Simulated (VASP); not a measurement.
# NaH (Fm-3m) in VASP: a series of runs

NaH is run at these levels: PBE, r2SCAN; tasks: single point.

Everything below comes from runs of VASP 6.6.1. Logs are shortened: lines on timing, memory, paths and dates and some standing lists are left out, and cuts for length are marked.

## Step 1: The cell of the first run

The structure is cubic, space group Fm-3m (No. 225). Conventional cell: a = 4.795 Å, b = 4.795 Å, c = 4.795 Å, α = 90.00°, β = 90.00°, γ = 90.00°. Na (site symmetry m-3m) has 6 H at 2.40 Å within 3.2 Å. Within 3.2 Å of H (site symmetry m-3m) lie 6 Na at 2.40 Å.

## Step 2: Single point, PBE

Input file INCAR:

```
PREC     = Accurate       # precision mode
ENCUT    = 520            # plane-wave cutoff, eV
EDIFF    = 1E-6           # SCF threshold, eV
ISMEAR   = 0              # smearing method
SIGMA    = 0.01           # smearing width, eV
LREAL    = F              # projectors in reciprocal space
LASPH    = T              # aspherical terms in the spheres
NELM     = 80             # most SCF steps
ALGO     = Normal         # electronic algorithm
ISIF     = 2              # what is computed and relaxed
LWAVE    = F              # write WAVECAR
LCHARG   = F              # write CHGCAR
GGA      = PE             # functional
NBANDS   = 11             # bands
```

Input file KPOINTS:

```
Automatic mesh
0
Gamma
  6 6 6
```

Input file POSCAR:

```
NaH
1.0
    0.0000000000      2.3975122889      2.3975122889
    2.3975122889      0.0000000000      2.3975122889
    2.3975122889      2.3975122889      0.0000000000
Na H
1 1
Direct
    0.0000000000      0.0000000000      0.0000000000
    0.5000000000      0.5000000000      0.5000000000
```

Potentials or basis: VASP PAW PBE potentials, release 64 (Na_pv, H).

Launch:

```bash
$ cat potpaw_PBE.64/Na_pv/POTCAR potpaw_PBE.64/H/POTCAR > POTCAR
$ mpirun -np 1 vasp_std > vasp.out
```

OUTCAR:

```text
PREC = Accurate
   ENCUT = 520
   EDIFF = 1E-6
   ISMEAR = 0
   LREAL = F
   LASPH = T
   NELM = 80
   ISIF = 2
   GGA = PE

 ion  position               nearest neighbor table
   1  0.000  0.000  0.000-
   2  0.500  0.500  0.500-

  LATTYP: Found a face centered cubic cell.
 ALAT       =     4.7950245778

  Lattice vectors:

 A1 = (   0.0000000000,   2.3975122889,   2.3975122889)
 A2 = (   2.3975122889,   0.0000000000,   2.3975122889)
 A3 = (   2.3975122889,   2.3975122889,   0.0000000000)

Analysis of symmetry for initial positions (statically):
=====================================================================
 Subroutine PRICEL returns:
 Original cell was already a primitive cell.

 Routine SETGRP: Setting up the symmetry group for a
 face centered cubic supercell.

 Subroutine GETGRP returns: Found 48 space group operations
 (whereof 48 operations were pure point group operations)
 out of a pool of 48 trial point group operations.

The static configuration has the point symmetry O_h .

Analysis of symmetry for dynamics (positions and initial velocities):
=====================================================================
 Subroutine PRICEL returns:
 Original cell was already a primitive cell.

 Routine SETGRP: Setting up the symmetry group for a
 face centered cubic supercell.

 Subroutine GETGRP returns: Found 48 space group operations
 (whereof 48 operations were pure point group operations)
 out of a pool of 48 trial point group operations.

The dynamic configuration has the point symmetry O_h .

 Subroutine INISYM returns: Found 48 space group operations
 (whereof 48 operations are pure point group operations),
 and found     1 'primitive' translations

----------------------------------------------------------------------------------------

                                     Primitive cell

  volume of cell :      27.5621

  direct lattice vectors                    reciprocal lattice vectors
     0.000000000  2.397512289  2.397512289    -0.208549505  0.208549505  0.208549505
     2.397512289  0.000000000  2.397512289     0.208549505 -0.208549505  0.208549505
     2.397512289  2.397512289  0.000000000     0.208549505  0.208549505 -0.208549505

  length of vectors
     3.390594395  3.390594395  3.390594395     0.361218338  0.361218338  0.361218338

  position of ions in fractional coordinates (direct lattice)
     0.000000000  0.000000000  0.000000000
     0.500000000  0.500000000  0.500000000

  ion indices of the primitive-cell ions
   primitive index   ion index
                 1           1
                 2           2

----------------------------------------------------------------------------------------

 KPOINTS: Automatic mesh

Automatic generation of k-mesh.
 Grid dimensions read from file:
 generate k-points for:    6    6    6

 Generating k-lattice:

  Cartesian coordinates                     Fractional coordinates (reciprocal lattice)
    -0.034758251  0.034758251  0.034758251     0.166666667  0.000000000  0.000000000
     0.034758251 -0.034758251  0.034758251     0.000000000  0.166666667  0.000000000
     0.034758251  0.034758251 -0.034758251     0.000000000  0.000000000  0.166666667

  Length of vectors
     0.060203056  0.060203056  0.060203056

  Shift w.r.t. Gamma in fractional coordinates (k-lattice)
     0.000000000  0.000000000  0.000000000

 Subroutine IBZKPT returns following result:
 ===========================================

 Found     16 irreducible k-points:

 Following reciprocal coordinates:
            Coordinates               Weight
  0.000000  0.000000  0.000000      1.000000
  0.166667  0.000000  0.000000      8.000000
  0.333333  0.000000  0.000000      8.000000
  0.500000  0.000000  0.000000      4.000000
  0.166667  0.166667  0.000000      6.000000
  0.333333  0.166667  0.000000     24.000000
[... 8 lines left out ...]
 -0.333333  0.333333  0.166667     24.000000
 -0.333333  0.500000  0.166667     12.000000
   k-points           NKPTS =     16   k-points in BZ     NKDIM =     16   number of bands    NBANDS=     11
   number of dos      NEDOS =    301   number of ions     NIONS =      2
   total plane-waves  NPLWV =  21952
   dimension x,y,z NGX =    28 NGY =   28 NGZ =   28
   dimension x,y,z NGXF=    56 NGYF=   56 NGZF=   56
   ions per type =               1   1
   NGX,Y,Z   is equivalent  to a cutoff of  13.73, 13.73, 13.73 a.u.
   NGXF,Y,Z  is equivalent  to a cutoff of  27.46, 27.46, 27.46 a.u.
 SYSTEM =  unknown system
   PREC   = accura    normal or accurate (medium, high low for compatibility)
   ISTART =      0    job   : 0-new  1-cont  2-samecut
   ICHARG =      2    charge: 1-file 2-atom 10-const
   ISPIN  =      1    spin polarized calculation?
   LNONCOLLINEAR =      F non collinear calculations
   LSORBIT =      F    spin-orbit coupling
   LASPH  =      T    aspherical Exc in radial PAW
   ENCUT  =  520.0 eV  38.22 Ry    6.18 a.u.   6.30  6.30  6.30*2*pi/ulx,y,z
   NELM   =     80;   NELMIN=  2; NELMDL= -5     # of ELM steps
   EDIFF  = 0.1E-05   stopping-criterion for ELM
   LREAL  =      F    real-space projection
   EDIFFG = 0.1E-04   stopping-criterion for IOM
   NSW    =      0    number of steps for IOM
   IBRION =     -1    ionic relax: 0-MD 1-quasi-New 2-CG
   NFREE  =      0    steps in history (QN), initial steepest desc. (CG)
   ISIF   =      2    stress and relaxation
   ISYM   =      2    0-nonsym 1-usesym 2-fastsym
   POTIM  = 0.5000    time-step for ionic-motion
   TEBEG  =    0.0;   TEEND  =   0.0 temperature during run
   PSTRESS=    0.0 pullay stress
   NELECT =       8.0000    total number of electrons
   NUPDOWN=      -1.0000    fix difference up-down
   EMIN   =  10.00;   EMAX   =-10.00  energy-range for DOS
   EFERMI =   0.00;   METHOD = LEGACY
   ISMEAR =     0;   SIGMA  =   0.01  broadening in eV -4-tet -1-fermi 0-gaus
   EFERMI_NEDOS =   21; number of points for ismear=-14 and -15
   IALGO  =     38    algorithm
   IMIX   =      4    mixing-type and parameters
     AMIX     =   0.40;   BMIX     =  1.00
     AMIX_MAG =   1.60;   BMIX_MAG =  1.00
  volume/ion in A,a.u.               =      13.78        93.00
  Fermi-wavevector in a.u.,A,eV,Ry     =   1.083929  2.048328 15.985500  1.174901
  Thomas-Fermi vector in A             =   2.220006
   LORBIT       =      0    0 simple, 1 ext, 2 COOP (PROOUT), +10 PAW based schemes
   GGA     = PE    functional components
   LHFCALC =     F    Hartree Fock is set to
   AEXX    =    0.0000 exact exchange contribution
   IVDW    =     0    specifies the selected vdW correction
   LEPSILON=     F    determine dielectric tensor
   LRPA    =     F    only Hartree local field effects (RPA)
 non-spin polarized calculation
 Gauss-broadening in eV      SIGMA  =   0.01
  energy-cutoff  :      520.00
  volume of cell :       27.56
 maximum number of plane-waves:       754
 NGX is ok and might be reduce to    28
   NGX = 13   NGY = 13   NGZ = 13

 number of electron       7.9999992 magnetization

 Free energy of the ion-electron system (eV)
  ---------------------------------------------------
  ext. energy  EPLUGINS =         0.00000000
  ---------------------------------------------------
  free energy    TOTEN  =        -5.08640470 eV

  energy without entropy =       -5.08640470  energy(sigma->0) =       -5.08640470

 E-fermi :  -1.0215     XC(G=0):  -7.8486

 val. band max:       -1.0857941829   @ k =  -0.3333   0.5000   0.1667
 cond. band min:       2.7609773145   @ k =   0.5000   0.0000   0.0000
 fundamental gap:      3.8467714975
 Fermi energy:        -1.0215326105

 k-point     1 :       0.0000    0.0000    0.0000
  band No.  band energies     occupation
      1     -23.1001      2.00000
      2     -23.1001      2.00000
      3     -23.1001      2.00000
      4      -4.7222      2.00000
      5       9.5871      0.00000
      6      14.7385      0.00000
      7      14.7385      0.00000
      8      14.7385      0.00000
      9      15.6542      0.00000
     10      15.6542      0.00000
     11      15.6542      0.00000

 k-point     2 :       0.1667    0.0000    0.0000
  band No.  band energies     occupation
      1     -23.1258      2.00000
      2     -23.1031      2.00000
      3     -23.1031      2.00000
      4      -4.2407      2.00000
      5       7.9808      0.00000
      6      11.4635      0.00000
      7      13.6307      0.00000
      8      13.6307      0.00000
      9      16.8721      0.00000
     10      16.8721      0.00000
     11      17.2250      0.00000

 k-point     3 :       0.3333    0.0000    0.0000
  band No.  band energies     occupation
      1     -23.1765      2.00000
      2     -23.1092      2.00000
      3     -23.1092      2.00000
      4      -2.9553      2.00000
      5       4.6237      0.00000
      6      10.2046      0.00000
      7      12.7740      0.00000
      8      12.7740      0.00000
      9      16.0911      0.00000
     10      16.0911      0.00000
     11      18.3369      0.00000

 k-point     4 :       0.5000    0.0000    0.0000
  band No.  band energies     occupation
      1     -23.2014      2.00000
      2     -23.1123      2.00000
      3     -23.1122      2.00000
      4      -1.9061      2.00000
      5       2.7610      0.00000
      6       9.9047      0.00000
      7      12.4907      0.00000
      8      12.4907      0.00000
      9      15.5867      0.00000
     10      15.5867      0.00000
     11      18.1631      0.00000

 k-point     5 :       0.1667    0.1667    0.0000
  band No.  band energies     occupation
      1     -23.1249      2.00000
      2     -23.1086      2.00000
      3     -23.1086      2.00000
      4      -4.0871      2.00000
      5       7.9412      0.00000
      6      11.9324      0.00000
      7      12.1072      0.00000
      8      12.1072      0.00000
      9      15.7078      0.00000
     10      17.7849      0.00000
     11      19.6484      0.00000
[... 99 lines left out ...]
 k-point    13 :       0.5000    0.5000    0.0000
  band No.  band energies     occupation
      1     -23.1903      2.00000
      2     -23.1344      2.00000
      3     -23.1344      2.00000
      4      -1.2206      2.00000
      5       3.6455      0.00000
      6       9.0817      0.00000
      7       9.7800      0.00000
      8       9.7800      0.00000
      9      10.9713      0.00000
     10      23.0719      0.00000
     11      24.8590      0.00000

 k-point    14 :       0.5000    0.3333    0.1667
  band No.  band energies     occupation
      1     -23.1737      2.00000
      2     -23.1384      2.00000
      3     -23.1208      2.00000
      4      -2.0405      2.00000
      5       4.8187      0.00000
      6       6.8034      0.00000
      7       9.7795      0.00000
      8      14.6553      0.00000
      9      14.7506      0.00000
     10      17.1170      0.00000
     11      21.0467      0.00000

 k-point    15 :      -0.3333    0.3333    0.1667
  band No.  band energies     occupation
      1     -23.1762      2.00000
      2     -23.1498      2.00000
      3     -23.1264      2.00000
      4      -1.3020      2.00000
      5       4.1228      0.00000
      6       5.9164      0.00000
      7       8.9388      0.00000
      8      14.6632      0.00000
      9      15.8561      0.00000
     10      18.3086      0.00000
     11      20.2266      0.00000

 k-point    16 :      -0.3333    0.5000    0.1667
  band No.  band energies     occupation
      1     -23.1763      2.00000
      2     -23.1483      2.00000
      3     -23.1361      2.00000
      4      -1.0858      2.00000
      5       4.2679      0.00000
      6       6.1631      0.00000
      7       7.8182      0.00000
      8      14.1110      0.00000
      9      14.2860      0.00000
     10      20.0289      0.00000
     11      20.1785      0.00000

------------------------ aborting loop because EDIFF is reached ----------------------------------------

  FORCE on cell =-STRESS in cart. coord.  units (eV):
  Direction    XX          YY          ZZ          XY          YZ          ZX
  --------------------------------------------------------------------------------------
  -------------------------------------------------------------------------------------
  Total        0.0915421      0.0915421      0.0915421     -0.0000000     -0.0000000      0.0000000
  in kB        5.3213170      5.3213170      5.3213170     -0.0000000     -0.0000000      0.0000000
  external PRESSURE =       5.3213170 kB  Pullay stress =       0.0000000 kB

 VOLUME and BASIS-vectors are now :
 -----------------------------------------------------------------------------
  energy-cutoff  :      520.00
  volume of cell :       27.56
      direct lattice vectors                 reciprocal lattice vectors
     0.000000000  2.397512289  2.397512289    -0.208549505  0.208549505  0.208549505
     2.397512289  0.000000000  2.397512289     0.208549505 -0.208549505  0.208549505
     2.397512289  2.397512289  0.000000000     0.208549505  0.208549505 -0.208549505

 POSITION                                       TOTAL-FORCE (eV/Angst)
 -----------------------------------------------------------------------------------
      0.00000      0.00000      0.00000        -0.000000      0.000000     -0.000000
      2.39751      2.39751      2.39751         0.000000     -0.000000      0.000000
 -----------------------------------------------------------------------------------
    total drift:                               -0.000000     -0.000000     -0.000000

  FREE ENERGIE OF THE ION-ELECTRON SYSTEM (eV)
  ---------------------------------------------------
  free  energy   TOTEN  =        -5.0864046975 eV

  energy  without entropy=       -5.0864046975  energy(sigma->0) =       -5.08640470
```

It took 6.2 s on 1 thread of Intel Xeon Platinum 8488C (Sapphire Rapids), shared host; peak memory 0.14 GiB.

Results:

```yaml
Free_energy: -5.0864 eV
Pressure: 0.5 GPa
Band_gap_on_the_k_mesh: 3.85 eV, indirect (least direct gap 4.67 eV)
```

A k mesh can miss the band edges.

[end of part 1 of 2]
